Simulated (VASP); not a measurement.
# HfSi (Pnma) in VASP: a series of runs, part 2 of 2

VASP 6.6.1. Earlier steps stand in the parts before.

### Step 4. Single point, r2SCAN

This run uses another cell than the first one, of 17.60 Å³/atom.

POSCAR

```
HfSi
1.0
    6.9562485700      0.0000000000      0.0000000000
    0.0000000000      3.8214495200      0.0000000000
    0.0000000000      0.0000000000      5.2970871200
Hf Si
4 4
Direct
    0.1756257444      0.2500000000      0.1261044448
    0.3243742556      0.7500000000      0.6261044448
    0.6756257444      0.2500000000      0.3738955552
    0.8243742556      0.7500000000      0.8738955552
    0.0431120052      0.2500000000      0.6392112250
    0.4568879948      0.7500000000      0.1392112250
    0.5431120052      0.2500000000      0.8607887750
    0.9568879948      0.7500000000      0.3607887750
```

INCAR.step1

```
ALGO = Normal
EDIFF = 1E-4
ENCUT = 520
GGA = PE
ISMEAR = -1
LASPH = T
LCHARG = F
LREAL = F
LWAVE = T
NBANDS = 38
NELM = 100
PREC = Accurate
SIGMA = 0.1
```

INCAR.step2

```
ALGO = Normal
EDIFF = 1E-6
ENCUT = 520
ISIF = 2
ISMEAR = -1
ISTART = 1
LASPH = T
LCHARG = T
LELF = T
LMIXTAU = T
LREAL = F
LVHAR = T
LWAVE = F
METAGGA = R2SCAN
NBANDS = 38
NELM = 100
PREC = Accurate
SIGMA = 0.1
```

KPOINTS

```
k-points
0
Gamma
  5 9 7
```

Potentials or basis: VASP PAW PBE potentials, release 64 (Hf_pv, Si).

The run is started by

```bash
$ cat potpaw_PBE.64/Hf_pv/POTCAR potpaw_PBE.64/Si/POTCAR > POTCAR
$ cp INCAR.step1 INCAR
$ mpirun -np 1 vasp_std > vasp.out
$ cp INCAR.step2 INCAR
$ mpirun -np 1 vasp_std > vasp.out
```

OUTCAR:

```text
EDIFF = 1E-6
   ENCUT = 520
   ISIF = 2
   ISMEAR = -1
   ISTART = 1
   LASPH = T
   LREAL = F
   METAGGA = R2SCAN
   NELM = 100
   PREC = Accurate

 ion  position               nearest neighbor table
   1  0.176  0.250  0.126-   6 2.74   6 2.74   5 2.74   8 2.74   8 2.74   5 2.87   7 2.92   4 3.38
                             4 3.38   2 3.43   2 3.43   2 3.43   2 3.43   3 3.72   3 3.72
   2  0.324  0.750  0.626-   5 2.74   5 2.74   6 2.74   7 2.74   7 2.74   6 2.87   8 2.92   3 3.38
                             3 3.38   1 3.43   1 3.43   1 3.43   1 3.43   4 3.72   4 3.72
   3  0.676  0.250  0.374-   8 2.74   8 2.74   7 2.74   6 2.74   6 2.74   7 2.87   5 2.92   2 3.38
                             2 3.38   4 3.43   4 3.43   4 3.43   4 3.43   1 3.72   1 3.72
   4  0.824  0.750  0.874-   7 2.74   7 2.74   8 2.74   5 2.74   5 2.74   8 2.87   6 2.92   1 3.38
                             1 3.38   3 3.43   3 3.43   3 3.43   3 3.43   2 3.72   2 3.72
   5  0.043  0.250  0.639-   8 2.49   8 2.49   2 2.74   2 2.74   1 2.74   4 2.74   4 2.74   1 2.87
                             3 2.92
   6  0.457  0.750  0.139-   7 2.49   7 2.49   1 2.74   1 2.74   2 2.74   3 2.74   3 2.74   2 2.87
                             4 2.92
   7  0.543  0.250  0.861-   6 2.49   6 2.49   4 2.74   4 2.74   3 2.74   2 2.74   2 2.74   3 2.87
                             1 2.92
   8  0.957  0.750  0.361-   5 2.49   5 2.49   3 2.74   3 2.74   4 2.74   1 2.74   1 2.74   4 2.87
                             2 2.92

  LATTYP: Found a simple orthorhombic cell.
 ALAT       =     3.8214495200
 B/A-ratio  =     1.3861460402
 C/A-ratio  =     1.8203167499

  Lattice vectors:

 A1 = (   0.0000000000,   3.8214495200,   0.0000000000)
 A2 = (   0.0000000000,   0.0000000000,   5.2970871200)
 A3 = (   6.9562485700,   0.0000000000,   0.0000000000)

Analysis of symmetry for initial positions (statically):
=====================================================================
 Subroutine PRICEL returns:
 Original cell was already a primitive cell.

 Routine SETGRP: Setting up the symmetry group for a
 simple orthorhombic supercell.

 Subroutine GETGRP returns: Found  8 space group operations
 (whereof  2 operations were pure point group operations)
[... 157 lines left out ...]
   AEXX    =    0.0000 exact exchange contribution
   IVDW    =     0    specifies the selected vdW correction
   LEPSILON=     F    determine dielectric tensor
   LRPA    =     F    only Hartree local field effects (RPA)
 non-spin polarized calculation
  energy-cutoff  :      520.00
  volume of cell :      140.81
 maximum number of plane-waves:      3812
 NGX is ok and might be reduce to    54
   NGX = 25   NGY = 15   NGZ = 19

 number of electron      56.0000005 magnetization

 Free energy of the ion-electron system (eV)
  ---------------------------------------------------
  ext. energy  EPLUGINS =         0.00000000
  ---------------------------------------------------
  free energy    TOTEN  =      -222.46044828 eV

  energy without entropy =     -222.39755929  energy(sigma->0) =     -222.42900378

 E-fermi :   7.2364     XC(G=0): -12.2232

 val. band max:        7.2307959587   @ k =   0.0000   0.2222   0.4286
 cond. band min:       7.2476164599   @ k =   0.2000   0.2222   0.4286
 fundamental gap:      0.0168205012
 Fermi energy:         7.2363985938

 k-point     1 :       0.0000    0.0000    0.0000
  band No.  band energies     occupation
      1     -24.8037      2.00000
      2     -24.8020      2.00000
      3     -24.7655      2.00000
      4     -24.7064      2.00000
      5     -24.6960      2.00000
      6     -24.6796      2.00000
[... 973 lines left out ...]
     37      10.7548      0.00000
     38      10.9757      0.00000

 [... further k-points ...]

------------------------ aborting loop because EDIFF is reached ----------------------------------------

  FORCE on cell =-STRESS in cart. coord.  units (eV):
  Direction    XX          YY          ZZ          XY          YZ          ZX
  --------------------------------------------------------------------------------------
  -------------------------------------------------------------------------------------
  Total       -5.2302315     -5.1842882     -5.8246642      0.0000000      0.0000000      0.0000000
  in kB      -59.5101654    -58.9874179    -66.2736881      0.0000000      0.0000000      0.0000000
  external PRESSURE =     -61.5904238 kB  Pullay stress =       0.0000000 kB

 VOLUME and BASIS-vectors are now :
 -----------------------------------------------------------------------------
  energy-cutoff  :      520.00
  volume of cell :      140.81
      direct lattice vectors                 reciprocal lattice vectors
     6.956248570  0.000000000  0.000000000     0.143755645  0.000000000  0.000000000
     0.000000000  3.821449520  0.000000000     0.000000000  0.261680808  0.000000000
     0.000000000  0.000000000  5.297087120     0.000000000  0.000000000  0.188783000

 POSITION                                       TOTAL-FORCE (eV/Angst)
 -----------------------------------------------------------------------------------
      1.22170      0.95536      0.66799         0.001128      0.000000     -0.007198
      2.25643      2.86609      3.31653        -0.001128      0.000000     -0.007198
      4.69982      0.95536      1.98056         0.001128      0.000000      0.007198
      5.73455      2.86609      4.62910        -0.001128     -0.000000      0.007198
      0.29990      0.95536      3.38596         0.004970      0.000000      0.012231
      3.17823      2.86609      0.73741        -0.004970      0.000000      0.012231
      3.77802      0.95536      4.55967         0.004970      0.000000     -0.012231
      6.65635      2.86609      1.91113        -0.004970      0.000000     -0.012231
 -----------------------------------------------------------------------------------
    total drift:                                0.000000      0.000000      0.000000

  FREE ENERGIE OF THE ION-ELECTRON SYSTEM (eV)
  ---------------------------------------------------
  free  energy   TOTEN  =      -222.4604482768 eV

  energy  without entropy=     -222.3975592857  energy(sigma->0) =     -222.42900378
```

It took 12 min on 1 thread of Intel Xeon Platinum 8488C (Sapphire Rapids), shared host; peak memory 0.41 GiB.

What came out:

```yaml
Free_energy: -222.4604 eV
Pressure: -6.2 GPa
Largest_force: 0.013 eV/Å
Band_gap_on_the_k_mesh: zero (bands 28 and 29 overlap by 0.30 eV)
```

Forces on the atoms (eV/Å):
```
Hf   0.001  0.000 -0.007
Hf  -0.001  0.000 -0.007
Hf   0.001  0.000  0.007
Hf  -0.001  0.000  0.007
Si   0.005  0.000  0.012
Si  -0.005  0.000  0.012
Si   0.005  0.000 -0.012
Si  -0.005  0.000 -0.012
```

Stress tensor (GPa, compression positive):
```
-5.95  0.00  0.00
 0.00 -5.90  0.00
 0.00  0.00 -6.63
```

Caveat: the cell stands under tension; the PAW data sets were made with another functional, which shifts forces and pressure a little; spin-orbit coupling is left out, which moves the levels of the heavy elements.

### Step 5. Single point, r2SCAN

This run uses another cell than the first one, of 16.59 Å³/atom.

POSCAR

```
HfSi
1.0
    6.8198162200      0.0000000000      0.0000000000
    0.0000000000      3.7464997300      0.0000000000
    0.0000000000      0.0000000000      5.1931957700
Hf Si
4 4
Direct
    0.1752877942      0.2500000000      0.1256009733
    0.3247122058      0.7500000000      0.6256009733
    0.6752877942      0.2500000000      0.3743990267
    0.8247122058      0.7500000000      0.8743990267
    0.0428705513      0.2500000000      0.6386624268
    0.4571294487      0.7500000000      0.1386624268
    0.5428705513      0.2500000000      0.8613375732
    0.9571294487      0.7500000000      0.3613375732
```

INCAR.step1

```
ALGO = Normal
EDIFF = 1E-4
ENCUT = 520
GGA = PE
ISMEAR = -1
LASPH = True
LCHARG = False
LREAL = False
LWAVE = True
NBANDS = 38
NELM = 80
PREC = Accurate
SIGMA = 0.1
```

INCAR.step2

```
ALGO = Normal
EDIFF = 1E-6
ENCUT = 520
ISIF = 2
ISMEAR = -1
ISTART = 1
LASPH = True
LCHARG = True
LELF = True
LMIXTAU = True
LREAL = False
LVHAR = True
LWAVE = False
METAGGA = R2SCAN
NBANDS = 38
NELM = 80
PREC = Accurate
SIGMA = 0.1
```

KPOINTS is that of step 4.

The run is started by

```bash
$ cat potpaw_PBE.64/Hf_pv/POTCAR potpaw_PBE.64/Si/POTCAR > POTCAR
$ cp INCAR.step1 INCAR
$ mpirun -np 1 vasp_std > vasp.out
$ cp INCAR.step2 INCAR
$ mpirun -np 1 vasp_std > vasp.out
```

Run time: 8.4 min. Hardware: 1 thread of Intel Xeon 6975P-C (Granite Rapids), shared host; peak memory 0.4 GiB.

It converged, with:

| Property | Result |
| --- | --- |
| Free energy | -222.5508 eV |
| Pressure | 3.0 GPa |
| Largest force | 0.006 eV/Å |
| Band gap on the k mesh | zero (bands 28 and 29 overlap by 0.33 eV) |

Forces on the atoms (eV/Å):
```
Hf   0.001  0.000 -0.006
Hf  -0.001  0.000 -0.006
Hf   0.001  0.000  0.006
Hf  -0.001  0.000  0.006
Si  -0.001  0.000 -0.002
Si   0.001  0.000 -0.002
Si  -0.001  0.000  0.002
Si   0.001  0.000  0.002
```

Levels at points of the mesh, in eV from the Fermi level:
```
           k point  band 24  band 25  band 26  band 27  band 28  band 29  band 30  band 31  band 32  band 33
(0.00, 0.00, 0.00)    -2.49    -0.85    -0.57    -0.30    -0.23     0.38     0.72     1.00     1.36     1.39
```

Caveat: the cell stands under pressure; the PAW data sets were made with another functional, which shifts forces and pressure a little; spin-orbit coupling is left out, which moves the levels of the heavy elements.

### Step 6. Single point, r2SCAN

This run uses another cell than the first one, of 16.92 Å³/atom.

POSCAR

```
HfSi
1.0
    6.8658974573      0.0000000000      0.0000000000
    0.0000000000      3.7718146902      0.0000000000
    0.0000000000      0.0000000000      5.2282859970
Hf Si
4 4
Direct
    0.1752821089      0.2500000000      0.1254435810
    0.3247178911      0.7500000000      0.6254435810
    0.6752821089      0.2500000000      0.3745564190
    0.8247178911      0.7500000000      0.8745564190
    0.0427963996      0.2500000000      0.6388301197
    0.4572036004      0.7500000000      0.1388301197
    0.5427963996      0.2500000000      0.8611698803
    0.9572036004      0.7500000000      0.3611698803
```

INCAR.step1

```
ALGO = Normal ; EDIFF = 1E-4
ENCUT = 520 ; GGA = PE
ISMEAR = -1 ; LASPH = True
LCHARG = False ; LREAL = False
LWAVE = True ; NBANDS = 38
NELM = 60 ; PREC = Accurate
SIGMA = 0.1
```

INCAR.step2

```
ALGO = Normal ; EDIFF = 1E-6
ENCUT = 520 ; ISIF = 2
ISMEAR = -1 ; ISTART = 1
LASPH = True ; LCHARG = False
LMIXTAU = True ; LREAL = False
LWAVE = False ; METAGGA = R2SCAN
NBANDS = 38 ; NELM = 60
PREC = Accurate ; SIGMA = 0.1
```

KPOINTS

```
k-points
0
Gamma
  4 8 6
```

Potentials or basis: VASP PAW PBE potentials, release 64 (Hf_pv, Si).

The run is started by

```bash
$ cat potpaw_PBE.64/Hf_pv/POTCAR potpaw_PBE.64/Si/POTCAR > POTCAR
$ cp INCAR.step1 INCAR
$ mpirun -np 1 vasp_std > vasp.out
$ cp INCAR.step2 INCAR
$ mpirun -np 1 vasp_std > vasp.out
```

OUTCAR:

```text
EDIFF = 1E-6
   ENCUT = 520
   ISIF = 2
   ISMEAR = -1
   ISTART = 1
   LASPH = True
   LREAL = False
   METAGGA = R2SCAN
   NELM = 60
   PREC = Accurate

 ion  position               nearest neighbor table
   1  0.175  0.250  0.125-   5 2.70   6 2.70   6 2.70   8 2.71   8 2.71   5 2.83   7 2.88   4 3.33
                             4 3.33   2 3.38   2 3.38   2 3.38   2 3.38   3 3.67   3 3.67
   2  0.325  0.750  0.625-   6 2.70   5 2.70   5 2.70   7 2.71   7 2.71   6 2.83   8 2.88   3 3.33
                             3 3.33   1 3.38   1 3.38   1 3.38   1 3.38   4 3.67   4 3.67
   3  0.675  0.250  0.375-   7 2.70   8 2.70   8 2.70   6 2.71   6 2.71   7 2.83   5 2.88   2 3.33
                             2 3.33   4 3.38   4 3.38   4 3.38   4 3.38   1 3.67   1 3.67
   4  0.825  0.750  0.875-   8 2.70   7 2.70   7 2.70   5 2.71   5 2.71   8 2.83   6 2.88   1 3.33
                             1 3.33   3 3.38   3 3.38   3 3.38   3 3.38   2 3.67   2 3.67
   5  0.043  0.250  0.639-   8 2.45   8 2.45   1 2.70   2 2.70   2 2.70   4 2.71   4 2.71   1 2.83
                             3 2.88
   6  0.457  0.750  0.139-   7 2.45   7 2.45   2 2.70   1 2.70   1 2.70   3 2.71   3 2.71   2 2.83
                             4 2.88
   7  0.543  0.250  0.861-   6 2.45   6 2.45   3 2.70   4 2.70   4 2.70   2 2.71   2 2.71   3 2.83
                             1 2.88
   8  0.957  0.750  0.361-   5 2.45   5 2.45   4 2.70   3 2.70   3 2.70   1 2.71   1 2.71   4 2.83
[... 1191 lines left out ...]

 [... further k-points ...]

------------------------ aborting loop because EDIFF is reached ----------------------------------------

  FORCE on cell =-STRESS in cart. coord.  units (eV):
  Direction    XX          YY          ZZ          XY          YZ          ZX
  --------------------------------------------------------------------------------------
  -------------------------------------------------------------------------------------
  Total       -0.2793753     -0.2625416     -0.3562608      0.0000000      0.0000000      0.0000000
  in kB       -3.3059139     -3.1067172     -4.2157188      0.0000000      0.0000000      0.0000000
  external PRESSURE =      -3.5427833 kB  Pullay stress =       0.0000000 kB

 VOLUME and BASIS-vectors are now :
 -----------------------------------------------------------------------------
  energy-cutoff  :      520.00
  volume of cell :      135.40
      direct lattice vectors                 reciprocal lattice vectors
     6.865897457  0.000000000  0.000000000     0.145647383  0.000000000  0.000000000
     0.000000000  3.771814690  0.000000000     0.000000000  0.265124372  0.000000000
     0.000000000  0.000000000  5.228285997     0.000000000  0.000000000  0.191267272

 POSITION                                       TOTAL-FORCE (eV/Angst)
 -----------------------------------------------------------------------------------
      1.20347      0.94295      0.65585         0.004074     -0.000000      0.002685
      2.22948      2.82886      3.27000        -0.004074      0.000000      0.002685
      4.63642      0.94295      1.95829         0.004074      0.000000     -0.002685
      5.66243      2.82886      4.57243        -0.004074      0.000000     -0.002685
      0.29384      0.94295      3.33999         0.005802      0.000000      0.001016
      3.13911      2.82886      0.72584        -0.005802      0.000000      0.001016
      3.72678      0.94295      4.50244         0.005802     -0.000000     -0.001016
      6.57206      2.82886      1.88830        -0.005802     -0.000000     -0.001016
 -----------------------------------------------------------------------------------
    total drift:                               -0.000000      0.000000      0.000000

  FREE ENERGIE OF THE ION-ELECTRON SYSTEM (eV)
  ---------------------------------------------------
  free  energy   TOTEN  =      -222.5733267487 eV

  energy  without entropy=     -222.5112866896  energy(sigma->0) =     -222.54230672
```

OUTCAR.step1:

```text
EDIFF = 1E-4
   ENCUT = 520
   GGA = PE
   ISMEAR = -1
   LASPH = True
   LREAL = False
[... 1239 lines left out ...]
      3.13911      2.82886      0.72584        -0.020990     -0.000000      0.052198
      3.72678      0.94295      4.50244         0.020990      0.000000     -0.052198
      6.57206      2.82886      1.88830        -0.020990     -0.000000     -0.052198
 -----------------------------------------------------------------------------------
    total drift:                               -0.000000      0.000000      0.000000

  FREE ENERGIE OF THE ION-ELECTRON SYSTEM (eV)
  ---------------------------------------------------
  free  energy   TOTEN  =       -67.9437472684 eV

  energy  without entropy=      -67.8756475721  energy(sigma->0) =      -67.90969742
```

Wall time 7.8 min (1 thread of Intel Xeon 6975P-C (Granite Rapids), shared host); peak memory 0.41 GiB.

What came out:

```yaml
Free_energy: -222.5733 eV
Pressure: -0.4 GPa
Largest_force: 0.006 eV/Å
Band_gap_on_the_k_mesh: zero (bands 28 and 29 overlap by 0.22 eV)
```

Forces on the atoms (eV/Å):
```
Hf   0.004  0.000  0.003
Hf  -0.004  0.000  0.003
Hf   0.004  0.000 -0.003
Hf  -0.004  0.000 -0.003
Si   0.006  0.000  0.001
Si  -0.006  0.000  0.001
Si   0.006  0.000 -0.001
Si  -0.006  0.000 -0.001
```

Caveat: the PAW data sets were made with another functional, which shifts forces and pressure a little; spin-orbit coupling is left out, which moves the levels of the heavy elements.

### Step 7. Overview

| cell | k mesh | gap on the mesh (eV) | pressure (GPa) | largest force (eV/Å) |
| --- | --- | --- | --- | --- |
| a = 6.726, b = 3.695, c = 5.122 Å, 8 atoms | 5 × 9 × 7 | none | 11.0 | 0.01 |
| a = 6.773, b = 3.721, c = 5.158 Å, 8 atoms | 5 × 9 × 7 | none | 6.8 | - |
| a = 6.956, b = 3.821, c = 5.297 Å, 8 atoms | 5 × 9 × 7 | none | -6.2 | 0.01 |
| a = 6.820, b = 3.746, c = 5.193 Å, 8 atoms | 5 × 9 × 7 | none | 3.0 | 0.01 |
| a = 6.866, b = 3.772, c = 5.228 Å, 8 atoms | 4 × 8 × 6 | none | -0.4 | 0.01 |

Alike in all rows: task single point; level r2SCAN; potentials or basis VASP PAW PBE potentials, release 64 (Hf_pv, Si); no spin polarisation; cutoff (eV) 520; smearing fermi-dirac 0.1 eV.

Caveats: the PAW data sets were made with another functional, which shifts forces and pressure a little; spin-orbit coupling is left out, which moves the levels of the heavy elements; the cell stands under pressure (at least some runs); the cell stands under tension (at least some runs).

Absolute energies hang on the potentials; compare differences alone.
